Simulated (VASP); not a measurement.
# BeTe (I-4m2) in VASP: G0W0 quasiparticle levels with PBE

Aim: the G0W0 quasiparticle levels of BeTe with PBE.

Program: VASP 6.6.1. These are calculated values, not measurements. Logs are shortened: lines on timing, memory, paths and dates and some standing lists are left out, and cuts for length are marked.

**1. The cell of the first run**

It takes space group I-4m2 (No. 119, tetragonal). Conventional cell: a = 4.000 Å, b = 4.000 Å, c = 5.714 Å, α = 90.00°, β = 90.00°, γ = 90.00°. Within 3.2 Å of Be (site symmetry -4m2) lie 4 Te at 2.46 Å. Te (site symmetry -4m2) has 4 Be at 2.46 Å within 3.2 Å.

**2. G0W0 quasiparticle levels, PBE**

The input, POSCAR:

```
BeTe
1.0
    0.0000000000      2.8286236255      2.8569098617
    2.8286236255      0.0000000000      2.8569098617
    2.8286236255      2.8286236255      0.0000000000
Be Te
1 1
Direct
    0.0000000000      0.0000000000      0.0000000000
    0.2500000000      0.2500000000      0.2500000000
```

The input, INCAR.step1:

```
PREC = Accurate
ENCUT = 500
EDIFF = 1E-8
ISMEAR = 0
SIGMA = 0.01
LREAL = F
LASPH = T
NELM = 60
ALGO = Normal
LWAVE = T
LCHARG = F
GGA = PE
```

The input, INCAR.step2:

```
PREC = Accurate
ENCUT = 500
EDIFF = 1E-8
ISMEAR = 0
SIGMA = 0.01
LREAL = F
LASPH = T
NELM = 1
ALGO = Exact
LWAVE = T
LCHARG = F
GGA = PE
NBANDS = 194
LOPTICS = T
ISTART = 1
```

The input, INCAR.step3:

```
PREC = Accurate
ENCUT = 500
EDIFF = 1E-8
ISMEAR = 0
SIGMA = 0.01
LREAL = F
LASPH = T
ALGO = EVGW0
LWAVE = F
LCHARG = F
GGA = PE
NELMGW = 1
NBANDS = 194
ENCUTGW = 150.0
NOMEGA = 96
PRECFOCK = Fast
ISTART = 1
NBANDSGW = 12
OMEGAMAX = 20
```

The input, KPOINTS:

```
regular mesh
0
Gamma
  4 4 4
```

Potentials or basis: VASP PAW PBE potentials, release 64 (Be_GW, Te_GW).

The run is started by

```bash
> cat potpaw_PBE.64/Be_GW/POTCAR potpaw_PBE.64/Te_GW/POTCAR > POTCAR
> cp INCAR.step1 INCAR
> mpirun -np 1 vasp_std > vasp.out
> cp INCAR.step2 INCAR
> mpirun -np 1 vasp_std > vasp.out
> cp INCAR.step3 INCAR
> mpirun -np 1 vasp_std > vasp.out
```

OUTCAR:

```text
PREC = Accurate
   ENCUT = 500
   EDIFF = 1E-8
   ISMEAR = 0
   LREAL = F
   LASPH = T
   GGA = PE
   NELMGW = 1
   ENCUTGW = 150.0
   PRECFOCK = Fast
   ISTART = 1

 ion  position               nearest neighbor table
   1  0.000  0.000  0.000-   2 2.46   2 2.46   2 2.46   2 2.46
   2  0.250  0.250  0.250-   1 2.46   1 2.46   1 2.46   1 2.46

  LATTYP: Found a body centered tetragonal cell.
 ALAT       =     4.0002778940
 C/A-ratio  =     1.4283556980

  Lattice vectors:

 A1 = (  -2.8286236255,   0.0000000000,   2.8569098617)
 A2 = (   2.8286236255,   0.0000000000,   2.8569098617)
 A3 = (   0.0000000000,   2.8286236255,  -2.8569098617)

Analysis of symmetry for initial positions (statically):
=====================================================================
 Subroutine PRICEL returns:
 Original cell was already a primitive cell.

 Routine SETGRP: Setting up the symmetry group for a
 body centered tetragonal supercell.

 Subroutine GETGRP returns: Found  8 space group operations
 (whereof  8 operations were pure point group operations)
 out of a pool of 16 trial point group operations.

The static configuration has the point symmetry D_2d.

Analysis of symmetry for dynamics (positions and initial velocities):
=====================================================================
 Subroutine PRICEL returns:
 Original cell was already a primitive cell.

 Routine SETGRP: Setting up the symmetry group for a
 body centered tetragonal supercell.

 Subroutine GETGRP returns: Found  8 space group operations
 (whereof  8 operations were pure point group operations)
 out of a pool of 16 trial point group operations.

The dynamic configuration has the point symmetry D_2d.

 Subroutine INISYM returns: Found  8 space group operations
 (whereof  8 operations are pure point group operations),
 and found     1 'primitive' translations

----------------------------------------------------------------------------------------

                                     Primitive cell
[... 78 lines left out ...]
   NELM   =     60;   NELMIN=  2; NELMDL=  0     # of ELM steps
   EDIFF  = 0.1E-07   stopping-criterion for ELM
   LREAL  =      F    real-space projection
   EDIFFG = 0.1E-06   stopping-criterion for IOM
   NSW    =      0    number of steps for IOM
   IBRION =     -1    ionic relax: 0-MD 1-quasi-New 2-CG
   NFREE  =      0    steps in history (QN), initial steepest desc. (CG)
   ISIF   =      0    stress and relaxation
   ISYM   =      3    0-nonsym 1-usesym 2-fastsym
   POTIM  = 0.5000    time-step for ionic-motion
   TEBEG  =    0.0;   TEEND  =   0.0 temperature during run
   PSTRESS=    0.0 pullay stress
   NELECT =       8.0000    total number of electrons
   NUPDOWN=      -1.0000    fix difference up-down
   EMIN   =  10.00;   EMAX   =-10.00  energy-range for DOS
   EFERMI =   0.00;   METHOD = LEGACY
   ISMEAR =     0;   SIGMA  =   0.01  broadening in eV -4-tet -1-fermi 0-gaus
   EFERMI_NEDOS =   21; number of points for ismear=-14 and -15
   IALGO  =     38    algorithm
   IMIX   =      4    mixing-type and parameters
     AMIX     =   0.40;   BMIX     =  1.00
     AMIX_MAG =   1.60;   BMIX_MAG =  1.00
  volume/ion in A,a.u.               =      22.86       154.26
  Fermi-wavevector in a.u.,A,eV,Ry     =   0.915685  1.730393 11.408188  0.838478
  Thomas-Fermi vector in A             =   2.040454
   LORBIT       =      0    0 simple, 1 ext, 2 COOP (PROOUT), +10 PAW based schemes
   GGA     = PE    functional components
   LHFCALC =     T    Hartree Fock is set to
   PRECFOCK=fast      Normal, Fast or Accurate (Low or Medium for compatibility)
   ENCUT4O =  -1.0   cutoff for four orbital integrals eV
   NKREDX  =     1    reduce k-point grid by
   NKREDY  =     1    reduce k-point grid by
   NKREDZ  =     1    reduce k-point grid by
   AEXX    =    1.0000 exact exchange contribution
   HFSCREEN=    0.0000 screening length (either q_TF or 0.3 A-1)
   HFSCREENC=   0.0000 screening length for correlation (either q_TF or 0.3 A-1)
   ENCUTFOCK=  -1.0 apply spherical cutoff to Coloumb kernel
   IVDW    =     0    specifies the selected vdW correction
   LEPSILON=     F    determine dielectric tensor
   LRPA    =     F    only Hartree local field effects (RPA)
   LRPAFORCE           =     F    calculate RPA forces
   ENCUTGW             = 150.0    cutoff for response function in eV
   ENCUTGWSOFT         = 120.0    soft cutoff for Coulomb kernel in GW response function in eV
   ENCUTLF             =  -1.0    cutoff for local field effects
   NELMGW              =     1    number of iterations in solving QP/BSE equation
   NELMHF              =     1    number of iterations in the inner HF iteration
   NKREDLFX            =     1    NKREDLFY  =   1   NKREDLFZ  =   1
 non-spin polarized calculation
 Gauss-broadening in eV      SIGMA  =   0.01
  energy-cutoff  :      500.00
  volume of cell :       45.72
 maximum number of plane-waves:      1179
 NGX is ok and might be reduce to    30
  NGX = 18; NGY = 18; NGZ = 18
   NGX = 15   NGY = 15   NGZ = 15
 maximum number of plane-waves:       200
 NGX is ok and might be reduce to    18

 QP shifts <psi_nk| G(iteration)W_0 |psi_nk>: iteration 1
 for sc-GW calculations column KS-energies equals QP-energies in previous step
 and V_xc(KS)=  KS-energies - (<T + V_ion + V_H > + <T+V_H+V_ion>^1  + <V_x>^1)

 k-point   1 :       0.0000    0.0000    0.0000
  band No.  KS-energies  QP-energies   sigma(KS)   V_xc(KS)     V^pw_x(r,r')   Z            occupation Imag(sigma)

      1      -7.5391      -8.3916     -11.9631     -10.7621     -17.5685       0.7098       2.0000       1.1004
      2       4.5704       3.8067     -12.0245     -11.0467     -12.9511       0.7810       2.0000       0.0256
      3       4.6239       3.8594     -12.0208     -11.0439     -12.9417       0.7825       2.0000       0.0255
      4       4.6239       3.8594     -12.0208     -11.0439     -12.9417       0.7825       2.0000       0.0255
      5       8.2225       8.4954      -8.9149      -9.2692      -4.7094       0.7705       0.0000      -0.0651
      6       8.2225       8.4954      -8.9149      -9.2692      -4.7094       0.7705       0.0000      -0.0651
      7       8.2436       8.5155      -8.9274      -9.2799      -4.7228       0.7713       0.0000      -0.0649
      8       8.2527       8.6626      -9.0598      -9.5893      -4.6805       0.7742       0.0000      -0.0620
      9      12.8815      12.8499      -7.8134      -7.7708      -2.3926       0.7424       0.0000      -0.1789
     10      14.8702      15.0285      -8.9263      -9.1360      -3.7335       0.7547       0.0000      -0.2137
     11      15.0753      15.2315      -8.9500      -9.1577      -3.7157       0.7522       0.0000      -0.2275
     12      15.7348      15.7433      -7.6924      -7.7036      -2.0833       0.7570       0.0000      -0.3650
[... 180 lines left out ...]
      1      -5.7377      -6.3637     -12.3923     -11.5042     -17.3218       0.7048       2.0000       0.7607
      2       0.1202      -0.8087     -11.3167     -10.0294     -13.9307       0.7216       2.0000       0.0990
      3       1.0262       0.1370     -10.9451      -9.7550     -12.9554       0.7472       2.0000       0.0626
      4       1.5084       0.6570     -10.8927      -9.7613     -12.6465       0.7525       2.0000       0.0507
      5       9.8185       9.8383      -8.5688      -8.5944      -4.2892       0.7757       0.0000      -0.0769
      6      10.0354      10.3935      -8.7345      -9.2115      -3.7575       0.7508       0.0000      -0.0944
      7      10.1188      10.2693      -8.4104      -8.6072      -3.7873       0.7643       0.0000      -0.0842
      8      10.6185      10.8661      -9.5185      -9.8493      -4.6515       0.7485       0.0000      -0.1068
      9      15.5807      15.8451      -9.3152      -9.6795      -3.1566       0.7261       0.0000      -0.3771
     10      16.2677      16.3928      -9.6331      -9.8040      -3.4768       0.7322       0.0000      -0.4599
     11      17.5915      17.8049      -8.8574      -9.1431      -2.7100       0.7469       0.0000      -0.4986
     12      18.4900      18.6749      -9.0242      -9.2662      -2.8580       0.7643       0.0000      -0.6586
```

Wall time 3.9 min (1 thread of Intel Xeon 6975P-C (Granite Rapids), shared host); peak memory 0.54 GiB.

Results:

| Item | Value |
| --- | --- |
| Quasiparticle gap | 2.80 eV |
| Least direct quasiparticle gap | 4.64 eV |
| Band gap of the starting levels on the mesh | 1.98 eV |
| Least direct gap of the starting levels on the mesh | 3.60 eV |

Caveat: the k points lie up to 0.48 Å⁻¹ apart; bands, screening cutoff and mesh are small and nothing is extrapolated, so the quasiparticle values aren't converged; spin-orbit coupling is left out, which moves the levels of the heavy elements.
